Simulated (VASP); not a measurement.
Crystal: ZrB2.

```xyz
3
Lattice="3.1650 0.0000 0.0000 -1.5825 2.7410 0.0000 0.0000 0.0000 3.5200" Properties=species:S:1:pos:R:3 pbc="T T T"
Zr    0.0000    0.0000    0.0000
B     0.0000    1.8273    1.7600
B     1.5825    0.9137    1.7600
```

- Program: VASP 6.6.1
- Task: relaxation of cell and atoms
- Functional: LDA
- Potentials or basis: VASP PAW LDA potentials, release 64 (Zr_sv, B)
- Cutoff: 600 eV
- k mesh: 15 × 15 × 12
- Occupations: gaussian, width 0.1 eV
- Spin: no spin polarisation

At the start: pressure -6.8 GPa; volume 10.18 Å³/atom.

Task: Where does the relaxation end?

Result: Over 5 steps the energy falls by 6.0 meV/atom and the volume is 9.90 Å³/atom (-2.7 %); space group P6/mmm (No. 191, to 0.1 Å) before and after.

Step by step:
```
step  energy change (eV)  largest force (eV/Å)  pressure (GPa)  volume (Å³)
   1              0.0000                0.0000           -6.81        30.54
   2              0.0140                0.0000           10.06        28.66
   3             -0.0181                0.0000           -0.06        29.72
   4             -0.0181                0.0000            0.05        29.70
   5             -0.0181                0.0000            0.01        29.71
```

Final structure:
```cif
data_structure
_symmetry_space_group_name_H-M 'P 1'
_symmetry_Int_Tables_number 1
_cell_length_a 3.1345
_cell_length_b 3.1345
_cell_length_c 3.4919
_cell_angle_alpha 90.000
_cell_angle_beta 90.000
_cell_angle_gamma 120.000
_cell_volume 29.71
loop_
_atom_site_label
_atom_site_type_symbol
_atom_site_fract_x
_atom_site_fract_y
_atom_site_fract_z
_atom_site_occupancy
Zr1 Zr 0.00000 0.00000 0.00000 1
B1 B 0.33333 0.66667 0.50000 1
B2 B 0.66667 0.33333 0.50000 1
```
